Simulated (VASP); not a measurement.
# SrO: single point with r2SCAN

SrO:

```
CELL_PARAMETERS angstrom
0.00000 2.56980 2.56980
2.56980 0.00000 2.56980
2.56980 2.56980 0.00000
ATOMIC_POSITIONS crystal
Sr 0.01946 0.01946 0.98054
O 0.50000 0.50000 0.50000
```

This cell differs from its parent crystal: all Sr atoms moved -0.100 Å, as atom 1 towards its neighbour atom 2 (O) at 2.570 Å.

```
Program                : VASP 6.6.1
Task                   : single point
Functional             : r2SCAN
Potentials or basis    : VASP PAW PBE potentials, release 64 (Sr_sv, O)
Cutoff                 : 520 eV
k mesh                 : 8 × 8 × 8
Occupations            : gaussian, width 0.05 eV
Spin                   : no spin polarisation
Dipole correction      : no
Further INCAR settings : ALGO = Normal; EDIFF = 1e-06; NBANDS = 15
```

```yaml
Pressure: 2.0 GPa
Largest_force: 0.276 eV/Å
Band_gap_on_the_k_mesh: 3.77 eV, indirect (least direct gap 3.83 eV)
```

Forces on the atoms (eV/Å):
```
Sr   0.000  0.000 -0.276
O    0.000  0.000  0.276
```

Stress tensor (GPa, compression positive):
```
1.57 0.00 0.00
0.00 1.57 0.00
0.00 0.00 2.80
```

Levels at points of the mesh, in eV from the valence-band top:
```
           k point  band 6  band 7  band 8  band 9  band 10  band 11
(0.00, 0.00, 0.00)   -0.01   -0.01    0.00    4.69     6.81     6.85
(0.50, 0.00, 0.00)   -2.09   -1.11   -1.10    7.13     9.01     9.53
(0.50, 0.50, 0.00)   -0.39   -0.07   -0.07    3.77     8.51    10.96
(0.00, 0.50, 0.50)   -0.41   -0.12   -0.06    3.85     8.53    10.97
```

It took 100 s on 1 thread of Intel(R) Xeon(R) Platinum 8488C (Sapphire Rapids), with other jobs on the host, peak memory 0.18 GiB.

Caveat: the cell differs from its parent crystal (all Sr atoms moved -0.100 Å, as atom 1 towards its neighbour atom 2 (O) at 2.570 Å); the PAW data sets were made with another functional, which shifts forces and pressure a little. A k mesh can miss the band edges.
